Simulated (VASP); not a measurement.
## Si: single point with LDA

Crystal: Si.

```
Si
1.0
     0.00000    2.64058    2.64058
     2.64058    0.00000    2.64058
     2.64058    2.64058    0.00000
Si
2
Cartesian
  0.0000 0.0000 0.0000
  1.3203 1.3203 1.3203
```

```
Program             : VASP 6.6.1
Task                : single point
Functional          : LDA
Potentials or basis : VASP PAW LDA potentials, release 64 (Si)
Cutoff              : 520 eV
k mesh              : 8 × 8 × 8
Occupations         : gaussian, width 0.01 eV
Spin                : no spin polarisation
```

- Pressure: 7.6 GPa
- Band gap on the k mesh: 0.38 eV, indirect (least direct gap 2.56 eV)

Levels at points of the mesh, in eV from the valence-band top:
```tsv
k point	band 1	band 2	band 3	band 4	band 5	band 6	band 7	band 8	band 9
(0.00, 0.00, 0.00)	-12.55	0.00	0.00	0.00	2.56	2.56	2.56	4.19	7.77
(0.50, 0.00, 0.00)	-9.99	-7.40	-1.27	-1.27	1.73	3.25	3.25	7.63	10.73
(0.50, 0.50, 0.00)	-8.09	-8.09	-3.08	-3.08	0.43	0.43	10.71	10.71	11.19
```

Wall time 15 s on 1 thread of Intel(R) Xeon(R) Platinum 8259CL CPU @ 2.50GHz (Skylake/Cascade Lake), on a shared host, peak memory 0.13 GiB.

A k mesh can miss the band edges.
